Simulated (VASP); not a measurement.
Here is a VASP 6.6.1 calculation.

INCAR

```
SYSTEM = KTaO3
PREC     = Accurate       ! precision mode
ENCUT    = 520            ! plane-wave cutoff, eV
EDIFF    = 1E-7           ! SCF threshold, eV
ISMEAR   = -1             ! smearing method
SIGMA    = 0.05           ! smearing width, eV
LREAL    = .FALSE.        ! projectors in reciprocal space
LASPH    = .TRUE.         ! aspherical terms in the spheres
NELM     = 100            ! most SCF steps
ALGO     = Normal         ! electronic algorithm
ISIF     = 2              ! what is computed and relaxed
LWAVE    = .FALSE.        ! write WAVECAR
LCHARG   = .FALSE.        ! write CHGCAR
GGA      = PS             ! functional
NBANDS   = 27             ! bands
```

KPOINTS

```
regular mesh
0
G
  7 7 7
  0 0 0
```

File POSCAR:

```
KTaO3
1.0
    3.9543383943      0.0000000000      0.0000000000
    0.0000000000      3.9543383943      0.0000000000
    0.0000000000      0.0000000000      3.9543383943
Ta K O
1 1 3
Direct
    0.0000000000      0.0000000000      0.0000000000
    0.5000000000      0.5000000000      0.5000000000
    0.0000000000      0.0000000000      0.5000000000
    0.0000000000      0.5000000000      0.0000000000
    0.5000000000      0.0000000000      0.0000000000
```

Potentials or basis: VASP PAW PBE potentials, release 64 (Ta_pv, K_sv, O).

Command:

```console
$ cat potpaw_PBE.64/Ta_pv/POTCAR potpaw_PBE.64/K_sv/POTCAR potpaw_PBE.64/O/POTCAR > POTCAR
$ mpirun -np 1 vasp_std > vasp.out
```

Problem. Estimate the band gap on the k mesh.

Solution. 2.20 eV (least direct gap 2.75 eV).

Problem. What does it give for the pressure?

Solution. 5.9 GPa.

Caveat: the cell stands under pressure; the PAW data sets were made with another functional, which shifts forces and pressure a little; spin-orbit coupling is left out, which moves the levels of the heavy elements; an odd mesh through Γ misses points on the zone boundary, where band edges can lie. As with any semilocal functional, this PBEsol gap is likely too small.
